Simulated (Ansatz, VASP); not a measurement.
# One calculation of AlGa3N4, two programs

```
Al Ga N
1.0
     5.14235    0.00000    0.00013
     0.00000    3.16498    0.00000
    -0.00359    0.00000    5.88938
Al Ga N
1 3 4
Direct
  0.00060 0.50000 0.66736
  0.49912 0.50000 0.33492
  0.49903 0.00000 0.83156
  0.99986 0.00000 0.16618
  0.11967 0.50000 0.34010
  0.11765 0.00000 0.82638
  0.62044 0.00000 0.16622
  0.63123 0.50000 0.66730
```

Change from the starting cell: strain +0.0750 x Voigt [0, 0, 1, 0, 0, 0], atoms carried along.

Alike in both runs: task single point; functional PBEsol; k mesh 6 × 8 × 6; occupations gaussian, width 0.05 eV; no spin polarisation.

|  | VASP | Ansatz |
| --- | --- | --- |
| version | VASP 6.6.1 | Ansatz 0.2.0 |
| potentials or method | VASP PAW PBE potentials, release 64 (Al, Ga_d, N), cutoff 520 eV | scalar-relativistic, plane waves, PAW |
| valence electrons in the cell | 62 | 62 |

|  | VASP | Ansatz | Ansatz less VASP |
| --- | --- | --- | --- |
| gap on the k mesh at the Fermi level (eV) | 1.71 | 1.70 | -0.012 |
| least direct gap on the mesh (eV) | 1.71 | 1.70 | -0.012 |
| pressure (GPa) | -11.2 | -11.1 | +0.11 |
| traceless stress, the component that is largest in VASP (GPa) | -12.65 | -12.61 | +0.042 |
| rms of the force components (eV/Å) | 0.218 | 0.221 | +0.0025 |

VASP's potentials were made for PBE, not for PBEsol. Atom by atom the forces differ by 0.005 eV/Å (rms over components). With one functional, cell and mesh, what is left measures potentials, basis and numerics.
